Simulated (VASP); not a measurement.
Here is a VASP 6.6.1 calculation.

Contents of INCAR:

```
ALGO     = Normal         # electronic algorithm
EDIFF    = 1E-7           # SCF threshold, eV
EDIFFG   = -0.01          # ionic threshold
ENCUT    = 600            # plane-wave cutoff, eV
GGA      = PE             # functional
GGA_COMPAT= F            
IBRION   = 2              # ionic algorithm
ISIF     = 3              # what is computed and relaxed
ISMEAR   = 0              # smearing method
ISPIN    = 2              # spin polarisation
KPAR     = 4            
LASPH    = T              # aspherical terms in the spheres
LCHARG   = F              # write CHGCAR
LMAXMIX  = 4              # l up to which the mixer works
LORBIT   = 11             # projections on sites
LREAL    = F              # projectors in reciprocal space
LWAVE    = F              # write WAVECAR
MAGMOM   = 4.06 2.58 0 0 0 0 0 0 0 0 # initial moments
NELM     = 200            # most SCF steps
NELMIN   = 4            
NSW      = 100            # ionic steps
PREC     = Accurate       # precision mode
SIGMA    = 0.02           # smearing width, eV
```

File KPOINTS:

```
k-points
0
Gamma
  6 6 6
```

POSCAR

```
MnCoC4N4
1.0
    5.9655677449      0.0000000000      0.0000000000
    0.0000000000      5.9655677449      0.0000000000
    0.0000000000      0.0000000000      5.9655677449
Mn Co C N
1 1 4 4
Direct
    0.0000000000      0.0000000000      0.0000000000
    0.5000000000      0.5000000000      0.5000000000
    0.2009979522      0.2009979522      0.2009979522
    0.2009979522      0.7990020478      0.7990020478
    0.7990020478      0.2009979522      0.7990020478
    0.7990020478      0.7990020478      0.2009979522
    0.3141589387      0.3141589387      0.3141589387
    0.3141589387      0.6858410613      0.6858410613
    0.6858410613      0.3141589387      0.6858410613
    0.6858410613      0.6858410613      0.3141589387
```

Potentials or basis: VASP PAW PBE potentials, release 64 (Mn_pv, Co, C, N).

The run is started by

```console
$ cat potpaw_PBE.64/Mn_pv/POTCAR potpaw_PBE.64/Co/POTCAR potpaw_PBE.64/C/POTCAR potpaw_PBE.64/N/POTCAR > POTCAR
$ mpirun -np 4 vasp_std > vasp.out
```

Estimate the net moment.

2.00 μB per cell.

Estimate the relaxed cell.

a = 5.934 Å, b = 5.934 Å, c = 5.934 Å, α = 90.00°, β = 90.00°, γ = 90.00°.

Estimate the space group after relaxing (to 0.1 Å).

P-43m (No. 215).

Predict the site moments.

Mn +4.04; Co -2.37; C -0.05; N +0.03 μB.

The path:
```csv
step,energy change (eV),largest force (eV/Å),pressure (GPa),volume (Å³)
1,0.0000,1.4649,-1.16,212.30
2,0.2811,8.3362,-9.46,207.61
3,-1.7457,1.2945,-1.82,211.57
4,-1.7731,0.4387,-0.96,211.91
5,-1.7760,0.1062,-0.63,212.03
6,-1.7761,0.0419,-0.56,212.06
7,-1.7761,0.0290,-0.55,212.06
8,-1.7764,0.4681,0.29,210.24
9,-1.7778,0.2293,-0.10,211.10
10,-1.7792,0.1780,-0.08,210.61
11,-1.7808,0.0756,-0.03,209.62
12,-1.7793,0.1894,0.09,207.65
13,-1.7810,0.0233,0.00,209.10
14,-1.7810,0.0212,0.01,209.06
15,-1.7810,0.0205,0.01,209.06
16,-1.7810,0.0192,0.00,209.04
17,-1.7811,0.0164,0.00,209.02
18,-1.7811,0.0219,-0.02,208.97
19,-1.7811,0.0125,-0.02,208.99
20,-1.7811,0.0623,0.07,208.95
21,-1.7811,0.0002,0.00,208.99
```

Caveat: only a ferromagnetic start was run, and an antiferromagnetic order may lie lower in energy.
